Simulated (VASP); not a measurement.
# KF in VASP: settings compared, part 2 of 2

VASP 6.6.1.

### 3 Single point, PBE (shear xy strain -1.7%)

The input, INCAR:

```
PREC     = Accurate       # precision mode
ENCUT    = 520            # plane-wave cutoff, eV
EDIFF    = 1E-7           # SCF threshold, eV
ISMEAR   = -1             # smearing method
SIGMA    = 0.02           # smearing width, eV
LREAL    = False          # projectors in reciprocal space
LASPH    = True           # aspherical terms in the spheres
NELM     = 60             # most SCF steps
ALGO     = Normal         # electronic algorithm
ISIF     = 2              # what is computed and relaxed
LWAVE    = False          # write WAVECAR
LCHARG   = False          # write CHGCAR
GGA      = PE             # functional
NBANDS   = 15             # bands
```

The input, KPOINTS:

```
Automatic mesh
0
Gamma
  8 8 8
```

The input, POSCAR:

```
KF
1.0
   -0.0250976822      2.9354014298      2.9354014298
    2.9354014298     -0.0250976822      2.9354014298
    2.9103037476      2.9103037476      0.0000000000
K F
1 1
Direct
   -0.0019075938     -0.0019075938      0.0019075938
    0.2519075938      0.2519075938      0.2480924062
```

Potentials or basis: VASP PAW PBE potentials, release 64 (K_sv, F).

The run is started by

```console
$ cat potpaw_PBE.64/K_sv/POTCAR potpaw_PBE.64/F/POTCAR > POTCAR
$ mpirun -np 1 vasp_std > vasp.out
```

OUTCAR:

```text
PREC = Accurate
   ENCUT = 520
   EDIFF = 1E-7
   ISMEAR = -1
   LREAL = False
   LASPH = True
   NELM = 60
   ISIF = 2
   GGA = PE

 ion  position               nearest neighbor table
   1  0.998  0.998  0.002-   2 2.54   2 2.54   2 2.54   2 2.54
   2  0.252  0.252  0.248-   1 2.54   1 2.54   1 2.54   1 2.54

  LATTYP: Found a body centered orthorhombic cell.
 ALAT       =     4.1157910305
 B/A-ratio  =     1.0172474658
 C/A-ratio  =     1.4264093624

  Lattice vectors:

 A1 = (   0.0250976822,  -2.9354014298,  -2.9354014298)
[... 609 lines left out ...]
     11       7.8916      0.00000
     12       7.9760      0.00000
     13       8.7593      0.00000
     14       8.8377      0.00000
     15      11.4598      0.00000

 [... further k-points ...]
[... 5 lines left out ...]
  --------------------------------------------------------------------------------------
  -------------------------------------------------------------------------------------
  Total        0.2971963      0.2971963      0.2959878      0.0340075      0.0000000      0.0000000
  in kB        9.4135471      9.4135471      9.3752654      1.0771711      0.0000000      0.0000000
  external PRESSURE =       9.4007865 kB  Pullay stress =       0.0000000 kB

 VOLUME and BASIS-vectors are now :
 -----------------------------------------------------------------------------
  energy-cutoff  :      520.00
  volume of cell :       50.58
      direct lattice vectors                 reciprocal lattice vectors
    -0.025097682  2.935401430  2.935401430    -0.168890441  0.168890441  0.170334454
     2.935401430 -0.025097682  2.935401430     0.168890441 -0.168890441  0.170334454
     2.910303748  2.910303748  0.000000000     0.171803373  0.171803373 -0.170334454

 POSITION                                       TOTAL-FORCE (eV/Angst)
 -----------------------------------------------------------------------------------
      2.91030      2.91030      5.85960        -0.000000     -0.000000     -0.001582
      1.45515      1.45515      1.47890         0.000000      0.000000      0.001582
 -----------------------------------------------------------------------------------
    total drift:                               -0.000000     -0.000000     -0.000000

  FREE ENERGIE OF THE ION-ELECTRON SYSTEM (eV)
  ---------------------------------------------------
  free  energy   TOTEN  =        -8.1210467962 eV

  energy  without entropy=       -8.1210467962  energy(sigma->0) =       -8.12104680
```

stdout:

```text
POSCAR found type information on POSCAR K F
 POSCAR found :  2 types and       2 ions
 scaLAPACK will be used
 LDA part: xc-table for (Slater+PW92), standard interpolation
 POSCAR, INCAR and KPOINTS ok, starting setup
 FFT: planning ... GRIDC
 FFT: planning ... GRID_SOFT
 FFT: planning ... GRID
 WAVECAR not read
 entering main loop
```

It took 44 s on 1 thread of Intel Xeon 6975P-C, shared host; peak memory 0.22 GiB.

What came out:

```
Free energy            : -8.1210 eV
Pressure               : 0.9 GPa
Band gap on the k mesh : 5.16 eV, indirect (least direct gap 5.36 eV)
```

Stress tensor (GPa, compression positive):
```
0.94 0.11 0.00
0.11 0.94 0.00
0.00 0.00 0.94
```

Caveat: the cell differs from its parent crystal (shear xy strain -1.7%). A k mesh can miss the band edges.

### 4 Single point, r2SCAN (strain along [111] +4.5%)

The input, POSCAR:

```
KF
1.0
    0.0876706560      3.0230720859      3.0230720859
    3.0230720859      0.0876706560      3.0230720859
    3.0230720859      3.0230720859      0.0876706560
K F
1 1
Direct
    0.0027759281      0.0027759281      0.0027759281
    0.2472240719      0.2472240719      0.2472240719
```

The input, INCAR.step1:

```
SYSTEM = KF
PREC = Accurate
ENCUT = 520
ISMEAR = 0
SIGMA = 0.01
LREAL = .False.
LASPH = .True.
NELM = 80
NBANDS = 15
GGA = PE
ALGO = Normal
EDIFF = 1E-4
LWAVE = .True.
LCHARG = .False.
```

The input, INCAR.step2:

```
SYSTEM = KF
PREC = Accurate
ENCUT = 520
EDIFF = 1E-6
ISMEAR = 0
SIGMA = 0.01
LREAL = .False.
LASPH = .True.
NELM = 80
ALGO = Normal
ISIF = 2
LWAVE = .False.
LCHARG = .False.
METAGGA = R2SCAN
LMIXTAU = .True.
NBANDS = 15
ISTART = 1
```

The input, KPOINTS:

```
Automatic mesh
0
Gamma
  8 8 8
  0 0 0
```

The run is started by

```console
$ cat potpaw_PBE.64/K_sv/POTCAR potpaw_PBE.64/F/POTCAR > POTCAR
$ cp INCAR.step1 INCAR
$ mpirun -np 1 vasp_std > vasp.out
$ cp INCAR.step2 INCAR
$ mpirun -np 1 vasp_std > vasp.out
```

Run time: 2.3 min. Hardware: 1 thread of Intel Xeon 6975P-C, shared host; peak memory 0.21 GiB.

The run converged. Its results:

```yaml
Free_energy: -14.6984 eV
Pressure: -1.0 GPa
Band_gap_on_the_k_mesh: 5.63 eV, indirect (least direct gap 5.79 eV)
```

Stress tensor (GPa, compression positive):
```
-0.97 -0.24 -0.24
-0.24 -0.97 -0.24
-0.24 -0.24 -0.97
```

Levels at points of the mesh, in eV from the valence-band top:
| k point | band 4 | band 5 | band 6 | band 7 | band 8 | band 9 | band 10 | band 11 | band 12 | band 13 |
| --- | --- | --- | --- | --- | --- | --- | --- | --- | --- | --- |
| (0.00, 0.00, 0.00) | -10.02 | -10.02 | -0.20 | -0.16 | -0.16 | 5.63 | 12.37 | 12.37 | 12.38 | 12.70 |
| (0.50, 0.00, 0.00) | -10.06 | -10.05 | -0.24 | -0.11 | -0.10 | 8.46 | 9.66 | 11.27 | 11.75 | 13.60 |
| (0.50, 0.50, 0.00) | -10.12 | -10.04 | -0.40 | -0.01 | 0.00 | 8.70 | 8.83 | 12.91 | 13.52 | 13.58 |
| (0.50, 0.50, 0.50) | -10.05 | -10.05 | -0.28 | -0.08 | -0.08 | 8.25 | 9.56 | 11.58 | 11.58 | 13.61 |

Caveat: the cell differs from its parent crystal (strain along [111] +4.5%); the PAW data sets were made with another functional, which shifts forces and pressure a little. A k mesh can miss the band edges.

### 5 Single point, r2SCAN (shear xy strain -1.7%)

The input, POSCAR:

```
KF
1.0
   -0.0250976822      2.9354014298      2.9354014298
    2.9354014298     -0.0250976822      2.9354014298
    2.9103037476      2.9103037476      0.0000000000
K F
1 1
Direct
   -0.0019075938     -0.0019075938      0.0019075938
    0.2519075938      0.2519075938      0.2480924062
```

The input, INCAR.step1:

```
  PREC = Accurate
  ENCUT = 520
  ISMEAR = 0
  SIGMA = 0.01
  LREAL = False
  LASPH = True
  NELM = 100
  NBANDS = 15
  GGA = PE
  ALGO = Normal
  EDIFF = 1E-4
  LWAVE = True
  LCHARG = False
```

The input, INCAR.step2:

```
  PREC = Accurate
  ENCUT = 520
  EDIFF = 1E-7
  ISMEAR = 0
  SIGMA = 0.01
  LREAL = False
  LASPH = True
  NELM = 100
  ALGO = Normal
  ISIF = 2
  LWAVE = False
  LCHARG = False
  METAGGA = R2SCAN
  LMIXTAU = True
  NBANDS = 15
  ISTART = 1
```

The input, KPOINTS:

```
Automatic mesh
0
Gamma
  8 8 8
```

The run is started by

```console
$ cat potpaw_PBE.64/K_sv/POTCAR potpaw_PBE.64/F/POTCAR > POTCAR
$ cp INCAR.step1 INCAR
$ mpirun -np 1 vasp_std > vasp.out
$ cp INCAR.step2 INCAR
$ mpirun -np 1 vasp_std > vasp.out
```

Run time: 3.2 min. Hardware: 1 thread of Intel Xeon 6975P-C, shared host; peak memory 0.23 GiB.

Results (log left out):

```yaml
Free_energy: -14.7058 eV
Pressure: 0.0 GPa
Band_gap_on_the_k_mesh: 5.74 eV, indirect (least direct gap 5.94 eV)
```

Stress tensor (GPa, compression positive):
```
0.02 0.11 0.00
0.11 0.02 0.00
0.00 0.00 0.01
```

Levels at points of the mesh, in eV from the valence-band top:
```
           k point  band 5  band 6  band 7  band 8  band 9  band 10  band 11  band 12
(0.00, 0.00, 0.00)   -9.86   -0.21   -0.21   -0.20    5.74    12.60    12.64    12.72
(0.50, 0.00, 0.00)   -9.90   -0.26   -0.11   -0.11    8.52     9.85    11.63    11.78
(0.50, 0.50, 0.00)   -9.88   -0.43   -0.01    0.00    8.82     8.94    13.28    13.81
(0.00, 0.00, 0.50)   -9.90   -0.25   -0.12   -0.12    8.59     9.88    11.61    11.76
(0.50, 0.00, 0.50)   -9.88   -0.43    0.00    0.00    8.82     8.94    13.28    13.79
```

Caveat: the cell differs from its parent crystal (shear xy strain -1.7%); the PAW data sets were made with another functional, which shifts forces and pressure a little. A k mesh can miss the band edges.

### 6 The runs side by side

| level | cell | smearing | gap on the mesh (eV) | pressure (GPa) |
| --- | --- | --- | --- | --- |
| PBE | a = 4.276 Å, angles 58.1°, 2 atoms | fermi-dirac 0.02 eV | 5.03 | -0.1 |
| PBE | a = 4.151, b = 4.151, c = 4.116 Å, angles 60.3, 60.3, 60.6°, 2 atoms | fermi-dirac 0.02 eV | 5.16 | 0.9 |
| r2SCAN | a = 4.276 Å, angles 58.1°, 2 atoms | gaussian 0.01 eV | 5.63 | -1.0 |
| r2SCAN | a = 4.151, b = 4.151, c = 4.116 Å, angles 60.3, 60.3, 60.6°, 2 atoms | gaussian 0.01 eV | 5.74 | 0.0 |

Alike in all rows: task single point; potentials or basis VASP PAW PBE potentials, release 64 (K_sv, F); no spin polarisation; k mesh 8 × 8 × 8; cutoff (eV) 520.

Caveats: the PAW data sets were made with another functional, which shifts forces and pressure a little (some runs).

Absolute energies hang on the potentials; compare differences alone.
